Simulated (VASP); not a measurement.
Hf3N4:

```
CELL_PARAMETERS angstrom
-3.43286 3.43286 3.43286
3.43286 -3.43286 3.43286
3.43286 3.43286 -3.43286
ATOMIC_POSITIONS crystal
Hf 0.25000 0.62500 0.37500
Hf 0.37500 0.25000 0.62500
Hf 0.75000 0.87500 0.12500
Hf 0.12500 0.75000 0.87500
Hf 0.62500 0.37500 0.25000
Hf 0.87500 0.12500 0.75000
N 0.12689 0.12689 0.12689
N 0.87311 0.50000 0.00000
N 0.50000 0.00000 0.37311
N 0.00000 0.87311 0.50000
N 0.37311 0.50000 0.00000
N 0.62689 0.62689 0.62689
N 0.00000 0.37311 0.50000
N 0.50000 0.00000 0.87311
```

- Program: VASP 6.6.1
- Task: relaxation of the atoms
- Functional: PBEsol
- Potentials or basis: VASP PAW PBE potentials, release 64 (Hf_pv, N)
- Cutoff: 520 eV
- k mesh: 6 × 6 × 6
- Occupations: gaussian, width 0.02 eV
- Spin: no spin polarisation

At the start: pressure -22.0 GPa; volume 11.56 Å³/atom.

Problem. How do energy, volume and symmetry change on relaxing?

Solution. Over 6 steps the energy falls by 7.2 meV/atom at a fixed cell; space group I-43d (No. 220, to 0.1 Å) before and after.

The path:
| step | energy change (eV) | largest force (eV/Å) | pressure (GPa) |
| --- | --- | --- | --- |
| 1 | 0.0000 | 0.2837 | -22.03 |
| 2 | -0.0289 | 0.2438 | -21.32 |
| 3 | -0.0877 | 0.1100 | -18.97 |
| 4 | -0.0538 | 0.2293 | -13.19 |
| 5 | -0.1007 | 0.0108 | -17.25 |
| 6 | -0.1008 | 0.0004 | -17.06 |

Final structure:
```yaml
crystal:
  lattice:
    - [-3.43286, 3.43286, 3.43286]
    - [3.43286, -3.43286, 3.43286]
    - [3.43286, 3.43286, -3.43286]
  atoms:
    - { symbol: Hf, position: [0.25000, 0.62500, 0.37500] }
    - { symbol: Hf, position: [0.37500, 0.25000, 0.62500] }
    - { symbol: Hf, position: [0.75000, 0.87500, 0.12500] }
    - { symbol: Hf, position: [0.12500, 0.75000, 0.87500] }
    - { symbol: Hf, position: [0.62500, 0.37500, 0.25000] }
    - { symbol: Hf, position: [0.87500, 0.12500, 0.75000] }
    - { symbol: N, position: [0.11273, 0.11273, 0.11273] }
    - { symbol: N, position: [0.88726, 0.50000, 0.00000] }
    - { symbol: N, position: [0.50000, 0.00000, 0.38727] }
    - { symbol: N, position: [0.00000, 0.88726, 0.50000] }
    - { symbol: N, position: [0.38727, 0.50000, 0.00000] }
    - { symbol: N, position: [0.61273, 0.61273, 0.61273] }
    - { symbol: N, position: [0.00000, 0.38727, 0.50000] }
    - { symbol: N, position: [0.50000, 0.00000, 0.88726] }
```

Caveat: the PAW data sets were made with another functional, which shifts forces and pressure a little.
